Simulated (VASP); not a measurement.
# TaN in VASP: further runs

Runs on TaN. Level: PBE. Tasks: single point.

Program: VASP 6.6.1. These are calculated values, not measurements. Logs are shortened: lines on timing, memory, paths and dates and some standing lists are left out, and cuts for length are marked.

**1. The cell of the first run**

It takes space group P6/mmm (No. 191, hexagonal). Conventional cell: a = 4.917 Å, b = 4.917 Å, c = 2.755 Å, α = 90.00°, β = 90.00°, γ = 120.00°. Ta (site symmetry 6/mmm) has 6 N at 2.46 Å and 14 Ta at 2.75 to 3.16 Å within 3.2 Å. Within 2.6 Å of Ta (site symmetry -6m2) lie 6 N at 1.98 Å. Within 2.6 Å of N (site symmetry mmm) lie 6 Ta at 1.98 to 2.46 Å and 4 N at 2.46 Å.

**2. Single point, PBE**

Contents of INCAR:

```
PREC = Accurate ; ENCUT = 520
EDIFF = 1E-6 ; ISMEAR = 0
SIGMA = 0.05 ; LREAL = F
LASPH = T ; NELM = 100
ALGO = Normal ; ISIF = 2
LWAVE = F ; LCHARG = F
GGA = PE ; NBANDS = 33
```

Contents of KPOINTS:

```
Automatic mesh
0
Gamma
  6 6 10
```

Contents of POSCAR:

```
TaN
1.0
    4.9172694192      0.0000000000      0.0000000000
   -2.4586347096      4.2584802343      0.0000000000
    0.0000000000      0.0000000000      2.7546560337
Ta N
3 3
Direct
    0.0000000000      0.0000000000      0.0000000000
    0.3333333333      0.6666666667      0.5000000000
    0.6666666667      0.3333333333      0.5000000000
    0.5000000000      0.0000000000      0.0000000000
    0.5000000000      0.5000000000      0.0000000000
    0.0000000000      0.5000000000      0.0000000000
```

Potentials or basis: VASP PAW PBE potentials, release 64 (Ta_pv, N).

The run is started by

```sh
cat potpaw_PBE.64/Ta_pv/POTCAR potpaw_PBE.64/N/POTCAR > POTCAR
mpirun -np 1 vasp_std > vasp.out
```

OUTCAR:

```text
PREC = Accurate
   ENCUT = 520
   EDIFF = 1E-6
   ISMEAR = 0
   LREAL = F
   LASPH = T
   NELM = 100
   ISIF = 2
   GGA = PE

 ion  position               nearest neighbor table
   1  0.000  0.000  0.000-   4 2.46   4 2.46   6 2.46   6 2.46   5 2.46   5 2.46   3 3.16   3 3.16
                             2 3.16   2 3.16   2 3.16   3 3.16   2 3.16   3 3.16   2 3.16   3 3.16
   2  0.333  0.667  0.500-   6 1.98   6 1.98   4 1.98   4 1.98   5 1.98   5 1.98   3 2.84   3 2.84
                             3 2.84   1 3.16   1 3.16   1 3.16   1 3.16   1 3.16   1 3.16
   3  0.667  0.333  0.500-   6 1.98   6 1.98   4 1.98   4 1.98   5 1.98   5 1.98   2 2.84   2 2.84
                             2 2.84   1 3.16   1 3.16   1 3.16   1 3.16   1 3.16   1 3.16
   4  0.500  0.000  0.000-   2 1.98   3 1.98   2 1.98   3 1.98   1 2.46   1 2.46
   5  0.500  0.500  0.000-   2 1.98   3 1.98   2 1.98   3 1.98   1 2.46   1 2.46
   6  0.000  0.500  0.000-   2 1.98   3 1.98   2 1.98   3 1.98   1 2.46   1 2.46

  LATTYP: Found a hexagonal cell.
 ALAT       =     4.9172694192
 C/A-ratio  =     0.5602003468

  Lattice vectors:

 A1 = (   4.9172694192,   0.0000000000,   0.0000000000)
 A2 = (  -2.4586347096,   4.2584802343,   0.0000000000)
 A3 = (   0.0000000000,   0.0000000000,   2.7546560337)

Analysis of symmetry for initial positions (statically):
=====================================================================
 Subroutine PRICEL returns:
 Original cell was already a primitive cell.

 Routine SETGRP: Setting up the symmetry group for a
 hexagonal supercell.

 Subroutine GETGRP returns: Found 24 space group operations
 (whereof 24 operations were pure point group operations)
 out of a pool of 24 trial point group operations.

The static configuration has the point symmetry D_6h.

Analysis of symmetry for dynamics (positions and initial velocities):
=====================================================================
 Subroutine PRICEL returns:
 Original cell was already a primitive cell.

 Routine SETGRP: Setting up the symmetry group for a
 hexagonal supercell.

 Subroutine GETGRP returns: Found 24 space group operations
 (whereof 24 operations were pure point group operations)
 out of a pool of 24 trial point group operations.

The dynamic configuration has the point symmetry D_6h.

 Subroutine INISYM returns: Found 24 space group operations
 (whereof 24 operations are pure point group operations),
 and found     1 'primitive' translations

----------------------------------------------------------------------------------------

                                     Primitive cell

  volume of cell :      57.6828

  direct lattice vectors                    reciprocal lattice vectors
     4.917269419  0.000000000  0.000000000     0.203364899  0.117412779  0.000000000
    -2.458634710  4.258480234  0.000000000     0.000000000  0.234825559  0.000000000
     0.000000000  0.000000000  2.754656034     0.000000000  0.000000000  0.363021730

  length of vectors
     4.917269419  4.917269419  2.754656034     0.234825559  0.234825559  0.363021730

  position of ions in fractional coordinates (direct lattice)
     0.000000000  0.000000000  0.000000000
     0.333333333  0.666666667  0.500000000
     0.666666667  0.333333333  0.500000000
     0.500000000  0.000000000  0.000000000
     0.500000000  0.500000000  0.000000000
     1.000000000  0.500000000  0.000000000

  ion indices of the primitive-cell ions
   primitive index   ion index
                 1           1
                 2           2
                 3           3
                 4           4
                 5           5
                 6           6

----------------------------------------------------------------------------------------

 KPOINTS: Automatic mesh

Automatic generation of k-mesh.
 Grid dimensions read from file:
 generate k-points for:    6    6   10

 Generating k-lattice:

  Cartesian coordinates                     Fractional coordinates (reciprocal lattice)
     0.033894150  0.019568797  0.000000000     0.166666667 -0.000000000  0.000000000
     0.000000000  0.039137593  0.000000000     0.000000000  0.166666667  0.000000000
     0.000000000  0.000000000  0.036302173     0.000000000  0.000000000  0.100000000

  Length of vectors
     0.039137593  0.039137593  0.036302173

  Shift w.r.t. Gamma in fractional coordinates (k-lattice)
     0.000000000  0.000000000  0.000000000

 Subroutine IBZKPT returns following result:
 ===========================================

 Found     42 irreducible k-points:

 Following reciprocal coordinates:
            Coordinates               Weight
  0.000000  0.000000  0.000000      1.000000
  0.166667  0.000000  0.000000      6.000000
  0.333333 -0.000000  0.000000      6.000000
  0.500000 -0.000000  0.000000      3.000000
  0.166667  0.166667  0.000000      6.000000
  0.333333  0.166667  0.000000     12.000000
[... 16 lines left out ...]
  0.166667  0.000000  0.300000     12.000000
  0.333333 -0.000000  0.300000     12.000000
 [... further k-points ...]
   k-points           NKPTS =     42   k-points in BZ     NKDIM =     42   number of bands    NBANDS=     33
   number of dos      NEDOS =    301   number of ions     NIONS =      6
   total plane-waves  NPLWV =  32000
   dimension x,y,z NGX =    40 NGY =   40 NGZ =   20
   dimension x,y,z NGXF=    80 NGYF=   80 NGZF=   40
   ions per type =               3   3
   NGX,Y,Z   is equivalent  to a cutoff of  13.52, 13.52, 12.07 a.u.
   NGXF,Y,Z  is equivalent  to a cutoff of  27.05, 27.05, 24.14 a.u.
 SYSTEM =  unknown system
   PREC   = accura    normal or accurate (medium, high low for compatibility)
   ISTART =      0    job   : 0-new  1-cont  2-samecut
   ICHARG =      2    charge: 1-file 2-atom 10-const
   ISPIN  =      1    spin polarized calculation?
   LNONCOLLINEAR =      F non collinear calculations
   LSORBIT =      F    spin-orbit coupling
   LASPH  =      T    aspherical Exc in radial PAW
   ENCUT  =  520.0 eV  38.22 Ry    6.18 a.u.   9.14  9.14  5.12*2*pi/ulx,y,z
   NELM   =    100;   NELMIN=  2; NELMDL= -5     # of ELM steps
   EDIFF  = 0.1E-05   stopping-criterion for ELM
   LREAL  =      F    real-space projection
   EDIFFG = 0.1E-04   stopping-criterion for IOM
   NSW    =      0    number of steps for IOM
   IBRION =     -1    ionic relax: 0-MD 1-quasi-New 2-CG
   NFREE  =      0    steps in history (QN), initial steepest desc. (CG)
   ISIF   =      2    stress and relaxation
   ISYM   =      2    0-nonsym 1-usesym 2-fastsym
   POTIM  = 0.5000    time-step for ionic-motion
   TEBEG  =    0.0;   TEEND  =   0.0 temperature during run
   PSTRESS=    0.0 pullay stress
   NELECT =      48.0000    total number of electrons
   NUPDOWN=      -1.0000    fix difference up-down
   EMIN   =  10.00;   EMAX   =-10.00  energy-range for DOS
   EFERMI =   0.00;   METHOD = LEGACY
   ISMEAR =     0;   SIGMA  =   0.05  broadening in eV -4-tet -1-fermi 0-gaus
   EFERMI_NEDOS =   21; number of points for ismear=-14 and -15
   IALGO  =     38    algorithm
   IMIX   =      4    mixing-type and parameters
     AMIX     =   0.40;   BMIX     =  1.00
     AMIX_MAG =   1.60;   BMIX_MAG =  1.00
  volume/ion in A,a.u.               =       9.61        64.88
  Fermi-wavevector in a.u.,A,eV,Ry     =   1.539832  2.909860 32.260522  2.371081
  Thomas-Fermi vector in A             =   2.646004
   LORBIT       =      0    0 simple, 1 ext, 2 COOP (PROOUT), +10 PAW based schemes
   GGA     = PE    functional components
   LHFCALC =     F    Hartree Fock is set to
   AEXX    =    0.0000 exact exchange contribution
   IVDW    =     0    specifies the selected vdW correction
   LEPSILON=     F    determine dielectric tensor
   LRPA    =     F    only Hartree local field effects (RPA)
 non-spin polarized calculation
 Gauss-broadening in eV      SIGMA  =   0.05
  energy-cutoff  :      520.00
  volume of cell :       57.68
 maximum number of plane-waves:      1588
 NGX is ok and might be reduce to    40
   NGX = 19   NGY = 19   NGZ = 11

 number of electron      48.0000010 magnetization

 Free energy of the ion-electron system (eV)
  ---------------------------------------------------
  ext. energy  EPLUGINS =         0.00000000
  ---------------------------------------------------
  free energy    TOTEN  =       -61.85745393 eV

  energy without entropy =      -61.85676204  energy(sigma->0) =      -61.85710798

 E-fermi :   9.7890     XC(G=0): -13.9393

 val. band max:        9.7704839634   @ k =   0.0000   0.0000   0.2000
 cond. band min:       9.8341490631   @ k =   0.3333  -0.0000   0.2000
 fundamental gap:      0.0636650996
 Fermi energy:         9.7889556596

 k-point     1 :       0.0000    0.0000    0.0000
  band No.  band energies     occupation
      1     -26.2470      2.00000
      2     -26.2470      2.00000
      3     -25.6601      2.00000
      4     -25.6601      2.00000
      5     -25.2525      2.00000
      6     -25.1267      2.00000
[... 25 lines left out ...]
     32      14.1166      0.00000
     33      14.4025      0.00000

 k-point     2 :       0.1667    0.0000    0.0000
  band No.  band energies     occupation
      1     -26.2938      2.00000
      2     -26.2365      2.00000
      3     -25.5911      2.00000
      4     -25.5846      2.00000
      5     -25.2364      2.00000
      6     -25.2230      2.00000
[... 25 lines left out ...]
     32      14.2595      0.00000
     33      14.3755      0.00000

 k-point     3 :       0.3333   -0.0000    0.0000
  band No.  band energies     occupation
      1     -26.3692      2.00000
      2     -26.1529      2.00000
      3     -25.5699      2.00000
      4     -25.4516      2.00000
      5     -25.3403      2.00000
      6     -25.2027      2.00000
[... 25 lines left out ...]
     32      14.3862      0.00000
     33      14.6027      0.00000

 k-point     4 :       0.5000   -0.0000    0.0000
  band No.  band energies     occupation
      1     -26.4012      2.00000
      2     -26.0398      2.00000
      3     -25.7298      2.00000
      4     -25.3443      2.00000
      5     -25.3020      2.00000
      6     -25.2745      2.00000
[... 673 lines left out ...]
     32      14.2994      0.00000
     33      15.0129      0.00000

 k-point    23 :       0.1667    0.0000    0.3000
  band No.  band energies     occupation
      1     -26.3623      2.00000
      2     -26.0731      2.00000
      3     -26.0411      2.00000
      4     -25.9903      2.00000
      5     -25.4072      2.00000
      6     -25.4039      2.00000
[... 25 lines left out ...]
     32      14.3295      0.00000
     33      14.9397      0.00000

 k-point    24 :       0.3333   -0.0000    0.3000
  band No.  band energies     occupation
      1     -26.3301      2.00000
      2     -26.1202      2.00000
      3     -26.0864      2.00000
      4     -25.9280      2.00000
      5     -25.4278      2.00000
      6     -25.3201      2.00000
[... 25 lines left out ...]
     32      14.8199      0.00000
     33      15.5751      0.00000

 [... further k-points ...]
[... 5 lines left out ...]
  --------------------------------------------------------------------------------------
  -------------------------------------------------------------------------------------
  Total       28.3000573     28.3000573     39.8012755     -0.0000000     -0.0000000      0.0000000
  in kB      786.0530904    786.0530904   1105.5071482     -0.0000000     -0.0000000      0.0000000
  external PRESSURE =     892.5377763 kB  Pullay stress =       0.0000000 kB

 VOLUME and BASIS-vectors are now :
 -----------------------------------------------------------------------------
  energy-cutoff  :      520.00
  volume of cell :       57.68
      direct lattice vectors                 reciprocal lattice vectors
     4.917269419  0.000000000  0.000000000     0.203364899  0.117412779  0.000000000
    -2.458634710  4.258480234  0.000000000     0.000000000  0.234825559  0.000000000
     0.000000000  0.000000000  2.754656034     0.000000000  0.000000000  0.363021730

 POSITION                                       TOTAL-FORCE (eV/Angst)
 -----------------------------------------------------------------------------------
      0.00000      0.00000      0.00000        -0.000000      0.000000      0.000000
     -0.00000      2.83899      1.37733        -0.000000     -0.000000      0.000000
      2.45863      1.41949      1.37733         0.000000      0.000000      0.000000
      2.45863      0.00000      0.00000        -0.000000      0.000000      0.000000
      1.22932      2.12924      0.00000        -0.000000      0.000000      0.000000
     -1.22932      2.12924      0.00000        -0.000000      0.000000      0.000000
 -----------------------------------------------------------------------------------
    total drift:                               -0.000000      0.000000     -0.000000

  FREE ENERGIE OF THE ION-ELECTRON SYSTEM (eV)
  ---------------------------------------------------
  free  energy   TOTEN  =       -61.8574539274 eV

  energy  without entropy=      -61.8567620364  energy(sigma->0) =      -61.85710798
```

It took 96 s on 1 thread of Intel Xeon 8259CL, shared host; peak memory 0.22 GiB.

Results:

```
Free energy            : -61.8575 eV
Pressure               : 89.3 GPa
Band gap on the k mesh : zero (bands 24 and 25 overlap by 2.74 eV)
```

Levels at points of the mesh, in eV from the Fermi level:
| k point | band 22 | band 23 | band 24 | band 25 | band 26 | band 27 |
| --- | --- | --- | --- | --- | --- | --- |
| (0.00, 0.00, 0.00) | -2.85 | -2.22 | -1.40 | -1.40 | 1.18 | 1.18 |
| (0.50, 0.00, 0.00) | -2.95 | -1.59 | -0.52 | 1.85 | 2.56 | 2.61 |
| (0.00, 0.00, 0.50) | -3.37 | -2.12 | 1.35 | 1.35 | 2.11 | 2.79 |
| (0.50, 0.00, 0.50) | -3.57 | -2.11 | -1.36 | 1.45 | 2.02 | 4.19 |

Caveat: the cell stands under pressure; spin-orbit coupling is left out, which moves the levels of the heavy elements.

**3. Single point, PBE**

This run uses another cell than the first one, of 11.31 Å³/atom.

Contents of INCAR:

```
SYSTEM = TaN
PREC = Accurate ; ENCUT = 520
EDIFF = 1E-6 ; ISMEAR = 0
SIGMA = 0.05 ; LREAL = .FALSE.
LASPH = .TRUE. ; NELM = 60
ALGO = Normal ; ISIF = 2
LWAVE = .FALSE. ; LCHARG = .TRUE.
GGA = PE ; LELF = .TRUE.
LVHAR = .TRUE. ; NBANDS = 33
```

Contents of KPOINTS:

```
regular mesh
0
G
  6 6 10
  0 0 0
```

POSCAR: that of step 2 with these lines changed.

```diff
@@ -2,5 +2,5 @@
 1.0
-    4.9172694192      0.0000000000      0.0000000000
-   -2.4586347096      4.2584802343      0.0000000000
-    0.0000000000      0.0000000000      2.7546560337
+    5.1910000000      0.0000000000      0.0000000000
+   -2.5955000000      4.4955378710      0.0000000000
+    0.0000000000      0.0000000000      2.9080000000
 Ta N
```

Potentials or basis: VASP PAW PBE potentials, release 64 (Ta_pv, N).

The run is started by

```sh
cat potpaw_PBE.64/Ta_pv/POTCAR potpaw_PBE.64/N/POTCAR > POTCAR
mpirun -np 1 vasp_std > vasp.out
```

Run time: 2.1 min. Hardware: 1 thread of Intel Xeon 8259CL, shared host; peak memory 0.23 GiB.

The run converged. Its results:

| Item | Value |
| --- | --- |
| Free energy | -64.7077 eV |
| Pressure | 10.4 GPa |
| Band gap on the k mesh | zero (bands 24 and 25 overlap by 2.12 eV) |

Stress tensor (GPa, compression positive):
```
 9.79  0.00  0.00
 0.00  9.79  0.00
 0.00  0.00 11.71
```

Levels at points of the mesh, in eV from the Fermi level:
```csv
k point,band 20,band 21,band 22,band 23,band 24,band 25,band 26,band 27,band 28,band 29
"(0.00, 0.00, 0.00)",-2.88,-2.88,-2.37,-1.90,-1.10,-1.10,0.98,0.98,1.40,2.32
"(0.50, 0.00, 0.00)",-4.48,-3.26,-2.78,-1.55,-0.54,1.49,1.99,2.01,2.42,2.58
"(0.00, 0.00, 0.50)",-3.59,-2.98,-2.98,-1.79,1.03,1.03,1.62,1.94,2.68,2.68
"(0.50, 0.00, 0.50)",-4.35,-3.26,-2.96,-2.00,-1.07,1.20,1.52,3.23,3.57,3.66
```

Caveat: the cell stands under pressure; spin-orbit coupling is left out, which moves the levels of the heavy elements.

(Part 1 of 2 ends here.)
